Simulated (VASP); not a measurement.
# Al3Cu: single point with LDA

Al3Cu:

```
Al Cu
1.0
     2.77840    0.00000    0.00000
     0.00000    2.77840    0.00000
     0.00000    0.00000    7.51340
Al Cu
3 1
Direct
  0.00000 0.00000 0.50000
  0.50000 0.50000 0.22612
  0.50000 0.50000 0.77388
  0.00000 0.00000 0.00000
```

```
Program                : VASP 6.6.1
Task                   : single point
Functional             : LDA
Potentials or basis    : VASP PAW LDA potentials, release 64 (Al, Cu)
Cutoff                 : 520 eV
k mesh                 : 8 × 8 × 3
Occupations            : methfessel-paxton, width 0.1 eV
Spin                   : no spin polarisation
Dipole correction      : no
Further INCAR settings : ALGO = Normal; EDIFF = 1e-07; NBANDS = 18
```

```json
{"Pressure": "-1.7 GPa", "Largest force": "0.301 eV/Å", "Band gap on the k mesh": "zero (band 10 reaches 11.48 eV, above the bottom of band 11 at 6.54 eV)"}
```

Forces in eV/Å, atoms in the order of the input:
```
Al   0.000  0.000  0.000
Al   0.000  0.000 -0.301
Al   0.000  0.000  0.301
Cu   0.000  0.000  0.000
```

Stress tensor (GPa, compression positive):
```
-1.02  0.00  0.00
 0.00 -1.02  0.00
 0.00  0.00 -3.06
```

Levels at points of the mesh, in eV from the Fermi level:
```
           k point  band 6  band 7  band 8  band 9  band 10  band 11  band 12  band 13  band 14  band 15
(0.00, 0.00, 0.00)   -3.63   -3.63   -3.22   -1.67     0.71     6.31     6.52     6.52     7.96     8.89
(0.50, 0.00, 0.00)   -3.97   -3.68   -3.67   -3.52    -2.39    -1.82     2.79     3.94     4.21     5.32
(0.50, 0.50, 0.00)   -2.56   -2.56   -0.58   -0.46     0.23     0.23     0.48     0.48     0.74     1.95
```

It took 23 s on 1 thread of Intel(R) Xeon(R) Platinum 8488C (Sapphire Rapids), with other jobs on the host, peak memory 0.15 GiB.
